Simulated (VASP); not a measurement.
Wanted: the native input for a VASP 6.6.1 run.

* Task: single point
* Functional: PBE
* Potentials or basis: VASP PAW PBE potentials, release 64 (C, H)
* Cutoff: 520 eV
* k mesh: 4 × 4 × 4
* Occupations: gaussian, width 0.1 eV
* Spin: no spin polarisation
* Dipole correction: no
* Further INCAR settings: ALGO = Normal; EDIFF = 1e-06; NBANDS = 76

The structure of HC28 (a cell with a defect) lies in POSCAR:

```
HC28
1.0
   -4.9330325621     -4.2721315165      0.0000000000
    1.2332581405     -6.4081972747      0.0000000000
   -1.2332581405     -3.5601095971      8.5756696909
C H
28 1
Direct
    0.7966801147      0.9396143844      0.7527306010
    0.9395360312      0.5109832042      0.7527575376
    0.5110458492      0.7967162644      0.7527313006
    0.6538973124      0.3681052540      0.7527564881
    0.2254087155      0.6539723621      0.7523884702
    0.3681504017      0.2252444181      0.7527333996
    0.0824165153      0.0824650611      0.7527567214
    0.4635350127      0.6062480359      0.7526275186
    0.6062354505      0.1776825483      0.7527241875
    0.1776810341      0.4633296532      0.7526289179
    0.3205352999      0.0348023679      0.7527241875
    0.8919376313      0.3205057405      0.7527928701
    0.0347646846      0.8920998175      0.7526307837
    0.7491128901      0.7491004464      0.7527239542
    0.9645460380      0.1114228852      0.2432241534
    0.1100223191      0.6801538275      0.2405072810
    0.6824414900      0.9641010187      0.2432275350
    0.8236302477      0.5390087173      0.2404979523
    0.3803081956      0.8092939555      0.2843943491
    0.5351128110      0.3935256435      0.2432295174
    0.2511773892      0.2526065167      0.2405018004
    0.6362350641      0.7727276926      0.2481916954
    0.7746121532      0.3478157839      0.2426034438
    0.3437346406      0.6261411767      0.2482039394
    0.4892742059      0.2035941781      0.2426106736
    0.0633184665      0.4922946455      0.2353848822
    0.1971597854      0.0652128034      0.2481926283
    0.9188383707      0.9182577262      0.2425998289
    0.3364690481      0.7653805363      0.4161213210
```

The input as run:

INCAR

```
  ALGO = Normal
  EDIFF = 1E-6
  ENCUT = 520
  GGA = PE
  GGA_COMPAT = F
  ISIF = 2
  ISMEAR = 0
  LASPH = T
  LCHARG = T
  LELF = T
  LREAL = F
  LVHAR = T
  LWAVE = F
  NBANDS = 76
  NELM = 120
  PREC = Accurate
  SIGMA = 0.1
```

KPOINTS

```
k-points
0
Gamma
  4 4 4
```

Potentials or basis: VASP PAW PBE potentials, release 64 (C, H).

Launch:

```sh
$ cat potpaw_PBE.64/C/POTCAR potpaw_PBE.64/H/POTCAR > POTCAR
$ mpirun -np 1 vasp_std > vasp.out
```

It gave:

- Pressure: 1.4 GPa
- Largest force: 0.027 eV/Å
- Band gap on the k mesh: zero (an odd number of electrons rules out a gap without spin polarisation)

Caveat: an odd number of electrons without spin polarisation forces a metal; a magnetic or distorted state may lie lower.

Wall time 12 min on 1 thread of Intel(R) Xeon(R) 6975P-C (Granite Rapids), with other jobs on the host, peak memory 0.79 GiB.
